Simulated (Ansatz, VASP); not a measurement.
## AsRu in VASP and in Ansatz

```xyz
2
Lattice="0.0000 2.4869 2.4869 2.4869 0.0000 2.4869 2.4869 2.4869 0.0000" Properties=species:S:1:pos:R:3 pbc="T T T"
Ru    0.0000    0.0000    0.0000
As    2.4869    2.4869    2.4869
```

Alike in both runs: functional LDA; k mesh 14 × 14 × 14; occupations fermi-dirac, width 0.08 eV; no spin polarisation.

Ansatz relaxed the structure, and its values are those at the end. VASP's run is a single point on that final structure, the one shown.

|  | VASP | Ansatz |
| --- | --- | --- |
| version | VASP 6.6.1 | Ansatz 0.2.0 |
| potentials or method | VASP PAW LDA potentials, release 64 (Ru_pv, As) | PAW with Ansatz's default frozen-core files, scalar-relativistic |
| plane-wave cutoff (eV) | 500 | 420 |
| valence electrons in the cell | 19 | 31 |

```csv
,VASP,Ansatz,Ansatz less VASP
pressure (GPa),0.7,0.0,-0.73
```

LDA's correlation is that of Perdew and Zunger in VASP and of Perdew and Wang (1992) in Ansatz. VASP's potentials hold 19 valence electrons a cell and Ansatz's 31, so a difference there can come from the potentials and not from the codes.
